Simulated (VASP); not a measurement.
# Sb (R-3m) in VASP: notebook, part 2 of 2

VASP 6.6.1.

## 4. Single point, RPBE (37.39 Å³/atom)

This run uses another cell than the first one, of 37.39 Å³/atom.

Contents of INCAR:

```
SYSTEM = Sb
PREC = Accurate
ENCUT = 520
EDIFF = 1E-7
ISMEAR = -1
SIGMA = 0.1
LREAL = .False.
LASPH = .True.
NELM = 60
ALGO = Normal
ISIF = 2
LWAVE = .False.
LCHARG = .False.
GGA = RP
NBANDS = 12
```

Contents of KPOINTS:

```
regular mesh
0
Gamma
  14 14 14
  0 0 0
```

Contents of POSCAR:

```
Sb
1.0
    2.2844681208      1.3189382845      4.1358713826
   -2.2844681208      1.3189382845      4.1358713826
    0.0000000000     -2.6378765690      4.1358713826
Sb
2
Direct
    0.2303412899      0.2303412899      0.2303412899
    0.7696587101      0.7696587101      0.7696587101
```

Potentials or basis: VASP PAW PBE potentials, release 64 (Sb).

Launch:

```console
cat potpaw_PBE.64/Sb/POTCAR > POTCAR
mpirun -np 1 vasp_std > vasp.out
```

OUTCAR:

```text
SYSTEM = Sb
   PREC = Accurate
   ENCUT = 520
   EDIFF = 1E-7
   ISMEAR = -1
   LREAL = .False.
   LASPH = .True.
   NELM = 60
   ISIF = 2
   GGA = RP

 ion  position               nearest neighbor table
   1  0.230  0.230  0.230-   2 3.07   2 3.07   2 3.07   2 3.67   2 3.67   2 3.67
   2  0.770  0.770  0.770-   1 3.07   1 3.07   1 3.07   1 3.67   1 3.67   1 3.67

  LATTYP: Found a trigonal (rhomboedric) cell.
 ALAT       =     4.9054892607
 COS(alpha) =     0.5662539418

  Lattice vectors:

 A1 = (   2.2844681208,   1.3189382845,   4.1358713826)
 A2 = (  -2.2844681208,   1.3189382845,   4.1358713826)
 A3 = (   0.0000000000,  -2.6378765690,   4.1358713826)

Analysis of symmetry for initial positions (statically):
=====================================================================
 Subroutine PRICEL returns:
 Original cell was already a primitive cell.

 Routine SETGRP: Setting up the symmetry group for a
 trigonal (rhombohedral) supercell.

 Subroutine GETGRP returns: Found 12 space group operations
 (whereof 12 operations were pure point group operations)
 out of a pool of 12 trial point group operations.

[... 173 lines left out ...]
      4       3.5851      2.00000
      5       3.5851      2.00000
      6       6.6535      0.00000
      7       7.2433      0.00000
      8       7.2433      0.00000
      9      10.4494      0.00000
     10      10.4494      0.00000
     11      10.4903      0.00000
     12      11.6798      0.00000
[... 331 lines left out ...]
 k-point    24 :       0.2857    0.1429   -0.0000
  band No.  band energies     occupation
      1      -5.7161      2.00000
      2      -1.9880      2.00000
      3       2.6573      2.00000
      4       2.9407      2.00000
      5       4.1052      1.99969
      6       5.8642      0.00029
      7       7.0979      0.00000
      8       7.2879      0.00000
      9       9.3753      0.00000
     10      11.3210      0.00000
     11      11.8075      0.00000
     12      12.9711      0.00000

 [... further k-points ...]

------------------------ aborting loop because EDIFF is reached ----------------------------------------

  FORCE on cell =-STRESS in cart. coord.  units (eV):
  Direction    XX          YY          ZZ          XY          YZ          ZX
  --------------------------------------------------------------------------------------
  -------------------------------------------------------------------------------------
  Total       -2.0007675     -2.0007675     -1.4383423      0.0000000     -0.0000000      0.0000000
  in kB      -42.8725541    -42.8725541    -30.8208758      0.0000000     -0.0000000      0.0000000
  external PRESSURE =     -38.8553280 kB  Pullay stress =       0.0000000 kB

 VOLUME and BASIS-vectors are now :
 -----------------------------------------------------------------------------
  energy-cutoff  :      520.00
  volume of cell :       74.77
      direct lattice vectors                 reciprocal lattice vectors
     2.284468121  1.318938284  4.135871383     0.218869327  0.126364265  0.080595672
    -2.284468121  1.318938284  4.135871383    -0.218869327  0.126364265  0.080595672
     0.000000000 -2.637876569  4.135871383     0.000000000 -0.252728530  0.080595672

 POSITION                                       TOTAL-FORCE (eV/Angst)
 -----------------------------------------------------------------------------------
      0.00000      0.00000      2.85799         0.000000      0.000000     -0.506596
      0.00000      0.00000      9.54963         0.000000     -0.000000      0.506596
 -----------------------------------------------------------------------------------
    total drift:                                0.000000     -0.000000     -0.000000

  FREE ENERGIE OF THE ION-ELECTRON SYSTEM (eV)
  ---------------------------------------------------
  free  energy   TOTEN  =        -7.4527346421 eV

  energy  without entropy=       -7.4429595743  energy(sigma->0) =       -7.44784711
```

OSZICAR:

```text
N       E                     dE             d eps       ncg     rms          rms(c)
DAV:   1     0.344621949488E+02    0.34462E+02   -0.34594E+03  6912   0.639E+02
DAV:   2    -0.539283539551E+01   -0.39855E+02   -0.38375E+02  9300   0.101E+02
DAV:   3    -0.741826315337E+01   -0.20254E+01   -0.20107E+01  8588   0.254E+01
DAV:   4    -0.743898067735E+01   -0.20718E-01   -0.20714E-01  7952   0.309E+00
DAV:   5    -0.743931559148E+01   -0.33491E-03   -0.33491E-03  8564   0.427E-01    0.239E+00
DAV:   6    -0.744739828141E+01   -0.80827E-02   -0.36139E-03  8212   0.421E-01    0.143E+00
DAV:   7    -0.745228767061E+01   -0.48894E-02   -0.91846E-03  7780   0.659E-01    0.126E-01
DAV:   8    -0.745261440408E+01   -0.32673E-03   -0.45237E-04  8692   0.124E-01    0.335E-02
DAV:   9    -0.745272657156E+01   -0.11217E-03   -0.18703E-04  7744   0.759E-02    0.944E-03
DAV:  10    -0.745273073835E+01   -0.41668E-05   -0.94775E-06  8568   0.175E-02    0.448E-03
DAV:  11    -0.745273367390E+01   -0.29355E-05   -0.79940E-06  7656   0.155E-02    0.535E-03
DAV:  12    -0.745273437060E+01   -0.69670E-06   -0.26826E-07  8536   0.307E-03    0.109E-03
DAV:  13    -0.745273460600E+01   -0.23540E-06   -0.75267E-08  6528   0.163E-03    0.180E-04
DAV:  14    -0.745273464205E+01   -0.36047E-07   -0.75606E-09  4128   0.616E-04
   1 F= -.74527346E+01 E0= -.74478471E+01  d E =-.977507E-02
```

stdout:

```text
POSCAR found type information on POSCAR Sb
 POSCAR found :  1 types and       2 ions
 scaLAPACK will be used
 -----------------------------------------------------------------------------
|                                                                             |
|                                                                             |
|     You enforced a specific xc type in the INCAR file but a different       |
|     I HOPE YOU KNOW WHAT YOU ARE DOING!                                     |
|                                                                             |
 -----------------------------------------------------------------------------

 LDA part: xc-table for (Slater+PW92), standard interpolation
 POSCAR, INCAR and KPOINTS ok, starting setup
 FFT: planning ... GRIDC
 FFT: planning ... GRID_SOFT
 FFT: planning ... GRID
 WAVECAR not read
 entering main loop
```

Run time: 8.7 min. Hardware: 1 thread of Intel Xeon 8259CL, shared host; peak memory 0.37 GiB.

What came out:

- Free energy: -7.4527 eV
- Pressure: -3.9 GPa
- Largest force: 0.507 eV/Å
- Band gap on the k mesh: zero (bands 5 and 6 overlap by 0.10 eV)

Forces on the atoms (eV/Å):
```
Sb   0.000  0.000 -0.507
Sb   0.000  0.000  0.507
```

Stress tensor (GPa, compression positive):
```
-4.29  0.00  0.00
 0.00 -4.29  0.00
 0.00  0.00 -3.08
```

Caveat: the cell stands under tension; the PAW data sets were made with another functional, which shifts forces and pressure a little; spin-orbit coupling is left out, which moves the levels of the heavy elements.

## 5. Single point, RPBE, non-collinear spin, zero start, spin-orbit coupling

This run uses another cell than the first one, of 33.38 Å³/atom.

Contents of INCAR:

```
SYSTEM = Sb
  PREC = Accurate
  ENCUT = 520
  EDIFF = 1E-6
  ISMEAR = -1
  SIGMA = 0.1
  LREAL = .False.
  LASPH = .True.
  NELM = 150
  ALGO = Normal
  ISIF = 2
  LWAVE = .False.
  LCHARG = .False.
  MAGMOM = 0 0 0 0 0 0
  LORBIT = 11
  LSORBIT = .True.
  GGA_COMPAT = .False.
  LORBMOM = .True.
  GGA = RP
  NBANDS = 22
```

Contents of KPOINTS:

```
regular mesh
0
Gamma
  9 9 9
  0 0 0
```

Contents of POSCAR:

```
Sb
1.0
    2.1997792159      1.2700431225      3.9825479832
   -2.1997792159      1.2700431225      3.9825479832
    0.0000000000     -2.5400862449      3.9825479832
Sb
2
Direct
    0.2303412899      0.2303412899      0.2303412899
    0.7696587101      0.7696587101      0.7696587101
```

Launch:

```console
cat potpaw_PBE.64/Sb/POTCAR > POTCAR
mpirun -np 1 vasp_ncl > vasp.out
```

It took 13 min on 1 thread of Intel Xeon 8259CL, shared host; peak memory 0.48 GiB.

Results (log left out):

```
Free energy                                           : -7.7030 eV
Pressure                                              : 0.1 GPa
Largest force                                         : 0.035 eV/Å
Net moment                                            : 0.00 μB per cell
Valence electrons inside the program's atomic spheres : Sb 2.36
```

Forces on the atoms (eV/Å):
```
Sb   0.000  0.000  0.035
Sb   0.000  0.000 -0.035
```

Moments on the atoms (μB; x, y, z):
```
Sb  0.00 0.00 0.00
Sb  0.00 0.00 0.00
```

Caveat: the PAW data sets were made with another functional, which shifts forces and pressure a little.

## 6. Summary

| spin | cell | k mesh | gap on the mesh (eV) | pressure (GPa) | largest force (eV/Å) |
| --- | --- | --- | --- | --- | --- |
| off | a = 4.786 Å, angles 55.5°, 2 atoms | 14 × 14 × 14 | none | -1.6 | 0.17 |
| off | a = 4.846 Å, angles 55.5°, 2 atoms | 14 × 14 × 14 | none | -2.9 | 0.35 |
| off | a = 4.905 Å, angles 55.5°, 2 atoms | 14 × 14 × 14 | none | -3.9 | 0.51 |
| non-collinear, zero start, SOC | a = 4.724 Å, angles 55.5°, 2 atoms | 9 × 9 × 9 | - | 0.1 | 0.03 |

Alike in all rows: task single point; level RPBE; potentials or basis VASP PAW PBE potentials, release 64 (Sb); cutoff (eV) 520; smearing fermi-dirac 0.1 eV.

Caveats: the PAW data sets were made with another functional, which shifts forces and pressure a little; spin-orbit coupling is left out, which moves the levels of the heavy elements (at least some runs); the cell stands under tension (at least some runs).

Total energies depend on the potentials used, so only differences within one code and one set of settings carry meaning.
